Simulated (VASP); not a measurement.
# Rh (P6_3/mmc) in VASP: further runs

Runs on Rh. Level: LDA. Tasks: single point.

Program: VASP 6.6.1. These are calculated values, not measurements. Logs are shortened: lines on timing, memory, paths and dates and some standing lists are left out, and cuts for length are marked.

## Step 1: The cell of the first run

It takes space group P6_3/mmc (No. 194, hexagonal). The conventional cell has a = 2.657 Å, b = 2.657 Å, c = 8.436 Å, α = 90.00°, β = 90.00°, γ = 120.00°. Within 3.4 Å of Rh (site symmetry -3m) lie 12 Rh at 2.61 to 2.66 Å. Within 3.4 Å of Rh (site symmetry -6m2) lie 12 Rh at 2.61 to 2.66 Å.

This isn't the form of Rh at room conditions, which is fcc.

## Step 2: Single point, LDA

Contents of INCAR:

```
SYSTEM = Rh
PREC = Accurate
ENCUT = 520
EDIFF = 1E-6
ISMEAR = 0
SIGMA = 0.15
LREAL = .False.
LASPH = .True.
NELM = 60
ALGO = Fast
ISIF = 2
LWAVE = .False.
LCHARG = .False.
NBANDS = 38
```

Contents of KPOINTS:

```
Automatic mesh
0
Gamma
  18 18 6
  0 0 0
```

Contents of POSCAR:

```
Rh
1.0
    2.6572578348      0.0000000000      0.0000000000
   -1.3286289174      2.3012527894      0.0000000000
    0.0000000000      0.0000000000      8.4358000000
Rh
4
Direct
    0.0000000000      0.0000000000      0.0000000000
    0.3333333333      0.6666666667      0.2500000000
    0.0000000000      0.0000000000      0.5000000000
    0.6666666667      0.3333333333      0.7500000000
```

Potentials or basis: VASP PAW LDA potentials, release 64 (Rh_pv).

Run with:

```
$ cat potpaw_LDA.64/Rh_pv/POTCAR > POTCAR
$ mpirun -np 1 vasp_std > vasp.out
```

OUTCAR:

```text
SYSTEM = Rh
   PREC = Accurate
   ENCUT = 520
   EDIFF = 1E-6
   ISMEAR = 0
   LREAL = .False.
   LASPH = .True.
   NELM = 60
   ISIF = 2

 ion  position               nearest neighbor table
   1  0.000  0.000  0.000-   2 2.61   4 2.61   4 2.61   2 2.61   4 2.61   2 2.61
   2  0.333  0.667  0.250-   1 2.61   3 2.61   1 2.61   3 2.61   1 2.61   3 2.61
   3  0.000  0.000  0.500-   2 2.61   4 2.61   4 2.61   2 2.61   4 2.61   2 2.61
   4  0.667  0.333  0.750-   1 2.61   3 2.61   1 2.61   3 2.61   1 2.61   3 2.61

  LATTYP: Found a hexagonal cell.
 ALAT       =     2.6572578348
 C/A-ratio  =     3.1746260711

  Lattice vectors:

 A1 = (   2.6572578348,   0.0000000000,   0.0000000000)
 A2 = (  -1.3286289174,   2.3012527894,   0.0000000000)
 A3 = (   0.0000000000,   0.0000000000,   8.4358000000)

Analysis of symmetry for initial positions (statically):
=====================================================================
 Subroutine PRICEL returns:
 Original cell was already a primitive cell.

 Routine SETGRP: Setting up the symmetry group for a
 hexagonal supercell.

 Subroutine GETGRP returns: Found 24 space group operations
 (whereof 12 operations were pure point group operations)
 out of a pool of 24 trial point group operations.

The static configuration has the point symmetry D_3d.
 The point group associated with its full space group is D_6h.

Analysis of symmetry for dynamics (positions and initial velocities):
=====================================================================
 Subroutine PRICEL returns:
 Original cell was already a primitive cell.

 Routine SETGRP: Setting up the symmetry group for a
 hexagonal supercell.

 Subroutine GETGRP returns: Found 24 space group operations
 (whereof 12 operations were pure point group operations)
 out of a pool of 24 trial point group operations.

The dynamic configuration has the point symmetry D_3d.
 The point group associated with its full space group is D_6h.

 Subroutine INISYM returns: Found 24 space group operations
 (whereof 12 operations are pure point group operations),
 and found     1 'primitive' translations

----------------------------------------------------------------------------------------

                                     Primitive cell

  volume of cell :      51.5851

  direct lattice vectors                    reciprocal lattice vectors
     2.657257835  0.000000000  0.000000000     0.376327802  0.217272958  0.000000000
    -1.328628917  2.301252789  0.000000000     0.000000000  0.434545915  0.000000000
     0.000000000  0.000000000  8.435800000     0.000000000  0.000000000  0.118542403

  length of vectors
[... 90 lines left out ...]
   IBRION =     -1    ionic relax: 0-MD 1-quasi-New 2-CG
   NFREE  =      0    steps in history (QN), initial steepest desc. (CG)
   ISIF   =      2    stress and relaxation
   ISYM   =      2    0-nonsym 1-usesym 2-fastsym
   POTIM  = 0.5000    time-step for ionic-motion
   TEBEG  =    0.0;   TEEND  =   0.0 temperature during run
   PSTRESS=    0.0 pullay stress
   NELECT =      60.0000    total number of electrons
   NUPDOWN=      -1.0000    fix difference up-down
   EMIN   =  10.00;   EMAX   =-10.00  energy-range for DOS
   EFERMI =   0.00;   METHOD = LEGACY
   ISMEAR =     0;   SIGMA  =   0.15  broadening in eV -4-tet -1-fermi 0-gaus
   EFERMI_NEDOS =   21; number of points for ismear=-14 and -15
   IALGO  =     68    algorithm
   IMIX   =      4    mixing-type and parameters
     AMIX     =   0.40;   BMIX     =  1.00
     AMIX_MAG =   1.60;   BMIX_MAG =  1.00
  volume/ion in A,a.u.               =      12.90        87.03
  Fermi-wavevector in a.u.,A,eV,Ry     =   1.721672  3.253489 40.329782  2.964155
  Thomas-Fermi vector in A             =   2.797880
   LORBIT       =      0    0 simple, 1 ext, 2 COOP (PROOUT), +10 PAW based schemes
   GGA     = CA    functional components
   LHFCALC =     F    Hartree Fock is set to
   AEXX    =    0.0000 exact exchange contribution
   IVDW    =     0    specifies the selected vdW correction
   LEPSILON=     F    determine dielectric tensor
   LRPA    =     F    only Hartree local field effects (RPA)
 non-spin polarized calculation
 RMM-DIIS sequential band-by-band and
 Gauss-broadening in eV      SIGMA  =   0.15
  energy-cutoff  :      520.00
  volume of cell :       51.59
 maximum number of plane-waves:      1426
 NGX is ok and might be reduce to    20
   NGX =  9   NGY =  9   NGZ = 31

 number of electron      59.9999995 magnetization

 Free energy of the ion-electron system (eV)
  ---------------------------------------------------
  ext. energy  EPLUGINS =         0.00000000
  ---------------------------------------------------
  free energy    TOTEN  =       -34.60019311 eV

  energy without entropy =      -34.54344485  energy(sigma->0) =      -34.57181898

 E-fermi :  12.9779     XC(G=0): -14.7616

 val. band max:       12.9778047737   @ k =   0.2222   0.1111   0.3333
 cond. band min:      12.9886544745   @ k =   0.2222   0.0000   0.3333
 fundamental gap:      0.0108497008
 Fermi energy:        12.9778791810

 k-point     1 :       0.0000    0.0000    0.0000
  band No.  band energies     occupation
      1     -34.3158      2.00000
      2     -33.8326      2.00000
      3     -33.8299      2.00000
      4     -33.4823      2.00000
      5     -33.4823      2.00000
      6     -33.4222      2.00000
[... 973 lines left out ...]
     37      22.9602      0.00000
     38      22.9645      0.00000

 [... further k-points ...]

------------------------ aborting loop because EDIFF is reached ----------------------------------------

  FORCE on cell =-STRESS in cart. coord.  units (eV):
  Direction    XX          YY          ZZ          XY          YZ          ZX
  --------------------------------------------------------------------------------------
  -------------------------------------------------------------------------------------
  Total        2.0930273      2.0930273      5.8139268      0.0000000      0.0000000     -0.0000000
  in kB       65.0071566     65.0071566    180.5742612      0.0000000      0.0000000     -0.0000000
  external PRESSURE =     103.5295248 kB  Pullay stress =       0.0000000 kB

 VOLUME and BASIS-vectors are now :
 -----------------------------------------------------------------------------
  energy-cutoff  :      520.00
  volume of cell :       51.59
      direct lattice vectors                 reciprocal lattice vectors
     2.657257835  0.000000000  0.000000000     0.376327802  0.217272958  0.000000000
    -1.328628917  2.301252789  0.000000000     0.000000000  0.434545915  0.000000000
     0.000000000  0.000000000  8.435800000     0.000000000  0.000000000  0.118542403

 POSITION                                       TOTAL-FORCE (eV/Angst)
 -----------------------------------------------------------------------------------
      0.00000      0.00000      0.00000         0.000000      0.000000     -0.000000
     -0.00000      1.53417      2.10895         0.000000      0.000000     -0.000000
      0.00000      0.00000      4.21790         0.000000      0.000000     -0.000000
      1.32863      0.76708      6.32685        -0.000000     -0.000000      0.000000
 -----------------------------------------------------------------------------------
    total drift:                                0.000000     -0.000000      0.000000

  FREE ENERGIE OF THE ION-ELECTRON SYSTEM (eV)
  ---------------------------------------------------
  free  energy   TOTEN  =       -34.6001931059 eV

  energy  without entropy=      -34.5434448532  energy(sigma->0) =      -34.57181898
```

Run time: 2.9 min. Hardware: 1 thread of Intel Xeon Platinum 8488C (Sapphire Rapids), shared host; peak memory 0.29 GiB.

What came out:

```
Free energy            : -34.6002 eV
Pressure               : 10.4 GPa
Band gap on the k mesh : zero (bands 30 and 31 overlap by 2.16 eV)
```

Caveat: the stress differs along the axes, from 7 to 18 GPa.

## Step 3: Single point, LDA

This run uses another cell than the first one, of 12.93 Å³/atom.

Contents of INCAR:

```
PREC = Accurate
ENCUT = 520
EDIFF = 1E-6
ISMEAR = 0
SIGMA = 0.15
LREAL = F
LASPH = T
NELM = 80
ALGO = Fast
ISIF = 2
LWAVE = F
LCHARG = F
NBANDS = 38
```

Contents of KPOINTS:

```
regular mesh
0
Gamma
  18 18 6
```

Contents of POSCAR:

```
Rh
1.0
    2.7370000000      0.0000000000      0.0000000000
   -1.3685000000      2.3703115302      0.0000000000
    0.0000000000      0.0000000000      7.9735000000
Rh
4
Direct
    0.0000000000      0.0000000000      0.0000000000
    0.3333333333      0.6666666667      0.2500000000
    0.0000000000      0.0000000000      0.5000000000
    0.6666666667      0.3333333333      0.7500000000
```

Potentials or basis: VASP PAW LDA potentials, release 64 (Rh_pv).

Run with:

```
$ cat potpaw_LDA.64/Rh_pv/POTCAR > POTCAR
$ mpirun -np 1 vasp_std > vasp.out
```

OUTCAR:

```text
PREC = Accurate
   ENCUT = 520
   EDIFF = 1E-6
   ISMEAR = 0
   LREAL = F
   LASPH = T
   NELM = 80
   ISIF = 2

 ion  position               nearest neighbor table
   1  0.000  0.000  0.000-   2 2.54   4 2.54   4 2.54   2 2.54   4 2.54   2 2.54
   2  0.333  0.667  0.250-   1 2.54   3 2.54   1 2.54   3 2.54   1 2.54   3 2.54
   3  0.000  0.000  0.500-   2 2.54   4 2.54   4 2.54   2 2.54   4 2.54   2 2.54
   4  0.667  0.333  0.750-   1 2.54   3 2.54   1 2.54   3 2.54   1 2.54   3 2.54

  LATTYP: Found a hexagonal cell.
[... 1187 lines left out ...]
  --------------------------------------------------------------------------------------
  -------------------------------------------------------------------------------------
  Total       -0.0036904     -0.0036904     13.8549237      0.0000000      0.0000000     -0.0000000
  in kB       -0.1143019     -0.1143019    429.1266608      0.0000000      0.0000000     -0.0000000
  external PRESSURE =     142.9660190 kB  Pullay stress =       0.0000000 kB

 VOLUME and BASIS-vectors are now :
 -----------------------------------------------------------------------------
  energy-cutoff  :      520.00
  volume of cell :       51.73
      direct lattice vectors                 reciprocal lattice vectors
     2.737000000  0.000000000  0.000000000     0.365363537  0.210942736  0.000000000
    -1.368500000  2.370311530  0.000000000     0.000000000  0.421885473  0.000000000
     0.000000000  0.000000000  7.973500000     0.000000000  0.000000000  0.125415439

 POSITION                                       TOTAL-FORCE (eV/Angst)
 -----------------------------------------------------------------------------------
      0.00000      0.00000      0.00000        -0.000000      0.000000     -0.000000
     -0.00000      1.58021      1.99337         0.000000      0.000000      0.000000
      0.00000      0.00000      3.98675        -0.000000      0.000000     -0.000000
      1.36850      0.79010      5.98012         0.000000     -0.000000     -0.000000
 -----------------------------------------------------------------------------------
    total drift:                                0.000000     -0.000000      0.000000

  FREE ENERGIE OF THE ION-ELECTRON SYSTEM (eV)
  ---------------------------------------------------
  free  energy   TOTEN  =       -34.0886042268 eV

  energy  without entropy=      -34.0229607369  energy(sigma->0) =      -34.05578248
```

OSZICAR:

```text
N       E                     dE             d eps       ncg     rms          rms(c)
DAV:   1     0.779264329519E+03    0.77926E+03   -0.36540E+04 11376   0.185E+03
DAV:   2    -0.980620902459E+01   -0.78907E+03   -0.76687E+03 11734   0.580E+02
DAV:   3    -0.359248304893E+02   -0.26119E+02   -0.25458E+02 12484   0.116E+02
DAV:   4    -0.361736016205E+02   -0.24877E+00   -0.24860E+00 12474   0.115E+01
DAV:   5    -0.361778396636E+02   -0.42380E-02   -0.42379E-02 12562   0.151E+00    0.256E+01
RMM:   6    -0.341972298174E+02    0.19806E+01   -0.53995E+00 11327   0.155E+01    0.966E+00
RMM:   7    -0.341579668778E+02    0.39263E-01   -0.57820E-01 11622   0.397E+00    0.403E+00
RMM:   8    -0.341350548004E+02    0.22912E-01   -0.19830E-01 11593   0.272E+00    0.305E+00
RMM:   9    -0.340906594253E+02    0.44395E-01   -0.69541E-02 11556   0.203E+00    0.732E-01
RMM:  10    -0.340885451161E+02    0.21143E-02   -0.60949E-03 12118   0.582E-01    0.790E-02
RMM:  11    -0.340886072874E+02   -0.62171E-04   -0.50500E-04 12509   0.167E-01    0.252E-02
RMM:  12    -0.340886016200E+02    0.56674E-05   -0.98973E-05 12898   0.720E-02    0.104E-02
RMM:  13    -0.340886039335E+02   -0.23135E-05   -0.22821E-05 13058   0.282E-02    0.493E-03
RMM:  14    -0.340886042268E+02   -0.29338E-06   -0.34327E-06  8066   0.114E-02
   1 F= -.34088604E+02 E0= -.34055782E+02  d E =-.656435E-01
```

stdout:

```text
POSCAR found type information on POSCAR Rh
 POSCAR found :  1 types and       4 ions
 scaLAPACK will be used
 LDA part: xc-table for (Slater(with rela. corr.)+CA(PZ))
 , standard interpolation
 POSCAR, INCAR and KPOINTS ok, starting setup
 FFT: planning ... GRIDC
 FFT: planning ... GRID_SOFT
 FFT: planning ... GRID
 WAVECAR not read
 entering main loop
```

It took 2.7 min on 1 thread of Intel Xeon Platinum 8488C (Sapphire Rapids), shared host; peak memory 0.29 GiB.

Results:

```
Free energy            : -34.0886 eV
Pressure               : 14.3 GPa
Band gap on the k mesh : zero (bands 30 and 31 overlap by 2.19 eV)
```

Levels at points of the mesh, in eV from the Fermi level:
```
           k point  band 26  band 27  band 28  band 29  band 30  band 31  band 32  band 33  band 34  band 35
(0.00, 0.00, 0.00)    -2.92    -2.43    -1.97    -1.97    -1.45    -1.45    -0.22    -0.22     0.76     0.76
(0.50, 0.00, 0.00)     0.05     0.23     0.24     0.59     0.74     0.88     0.92     1.29     2.23     4.25
(0.00, 0.00, 0.50)    -2.88    -1.36    -1.36    -1.36    -1.36    -0.33    -0.33     0.15     0.15     0.15
(0.50, 0.00, 0.50)    -1.07    -0.17    -0.17     0.11     0.11     0.63     0.63     2.78     2.78     4.25
```

Caveat: the stress differs along the axes, from -0 to 43 GPa.

## Step 4: Single point, LDA

This run uses another cell than the first one, of 12.99 Å³/atom.

Contents of INCAR:

```
  PREC = Accurate
  ENCUT = 520
  EDIFF = 1E-6
  ISMEAR = 0
  SIGMA = 0.15
  LREAL = False
  LASPH = True
  NELM = 60
  ALGO = Fast
  ISIF = 2
  LWAVE = False
  LCHARG = True
  LELF = True
  LVHAR = True
  NBANDS = 38
```

Contents of KPOINTS:

```
Automatic mesh
0
Gamma
  18 18 6
```

Contents of POSCAR:

```
Rh
1.0
    2.6307000000      0.0000000000      0.0000000000
   -1.3153500000      2.2782530297      0.0000000000
    0.0000000000      0.0000000000      8.6668814394
Rh
4
Direct
    0.0000000000      0.0000000000      0.0000000000
    0.3333333333      0.6666666667      0.2500000000
    0.0000000000      0.0000000000      0.5000000000
    0.6666666667      0.3333333333      0.7500000000
```

Run with:

```
$ cat potpaw_LDA.64/Rh_pv/POTCAR > POTCAR
$ mpirun -np 1 vasp_std > vasp.out
```

Wall time 3.3 min (1 thread of Intel Xeon Platinum 8488C (Sapphire Rapids), shared host); peak memory 0.29 GiB.

It converged, with:

```yaml
Free_energy: -34.6496 eV
Pressure: 7.6 GPa
Band_gap_on_the_k_mesh: zero (bands 30 and 31 overlap by 2.22 eV)
```

Stress tensor (GPa, compression positive):
```
8.97 0.00 0.00
0.00 8.97 0.00
0.00 0.00 4.75
```

Levels at points of the mesh, in eV from the Fermi level:
```tsv
k point	band 26	band 27	band 28	band 29	band 30	band 31	band 32	band 33	band 34	band 35
(0.00, 0.00, 0.00)	-2.92	-2.92	-1.55	-1.55	-0.91	-0.91	-0.38	-0.38	0.46	0.46
(0.50, 0.00, 0.00)	0.62	0.65	0.66	0.78	0.92	0.95	0.95	1.20	2.27	4.57
(0.00, 0.00, 0.50)	-3.14	-1.35	-1.35	-1.23	-1.23	-1.23	-1.23	0.09	0.09	0.09
(0.50, 0.00, 0.50)	-1.12	-0.13	-0.13	0.70	0.70	0.93	0.93	3.03	3.03	4.45
```

Caveat: the cell stands under pressure.

## Step 5: Summary

```tsv
cell	gap on the mesh (eV)	pressure (GPa)
a = 2.657, b = 2.657, c = 8.436 Å, angles 90.0, 90.0, 120.0°, 4 atoms	none	10.4
a = 2.737, b = 2.737, c = 7.973 Å, angles 90.0, 90.0, 120.0°, 4 atoms	none	14.3
a = 2.631, b = 2.631, c = 8.667 Å, angles 90.0, 90.0, 120.0°, 4 atoms	none	7.6
```

Alike in all rows: task single point; level LDA; potentials or basis VASP PAW LDA potentials, release 64 (Rh_pv); no spin polarisation; k mesh 18 × 18 × 6; cutoff (eV) 520; smearing gaussian 0.15 eV.

Caveats: the stress differs along the axes, from 7 to 18 GPa (at least some runs); the stress differs along the axes, from -0 to 43 GPa (at least some runs); the cell stands under pressure (at least some runs).

Absolute energies hang on the potentials; compare differences alone.
